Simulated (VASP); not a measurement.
Ti, 1 atom in the cell. It takes space group Im-3m (No. 229, cubic). Conventional cell: a = 3.282 Å, b = 3.282 Å, c = 3.282 Å, α = 90.00°, β = 90.00°, γ = 90.00°. Within 3.7 Å of Ti (site symmetry m-3m) lie 14 Ti at 2.84 to 3.28 Å. 

| Item | Value |
| --- | --- |
| Program | VASP 6.6.1 |
| Task | single point |
| Functional | PBEsol |
| Potentials or basis | VASP PAW PBE potentials, release 64 (Ti_sv) |
| Cutoff | 520 eV |
| k mesh | 6 × 6 × 6 |
| Occupations | fermi-dirac, width 0.1 eV |
| Spin | no spin polarisation |
| Dipole correction | no |
| Further INCAR settings | ALGO = Normal; EDIFF = 1e-07; NBANDS = 12 |

Potentials or basis: VASP PAW PBE potentials, release 64 (Ti_sv).

The run is started by

```sh
$ cat potpaw_PBE.64/Ti_sv/POTCAR > POTCAR
$ mpirun -np 1 vasp_std > vasp.out
```

Hardware: 1 thread of Intel Xeon 6975P-C, with other jobs on the host.

Question: How long does it take, and how much memory?

Answer: Run time: 2.9 s on 1 thread of Intel Xeon 6975P-C, with other jobs on the host, peak memory 0.14 GiB. Counts: scf iterations 14, k points 16.
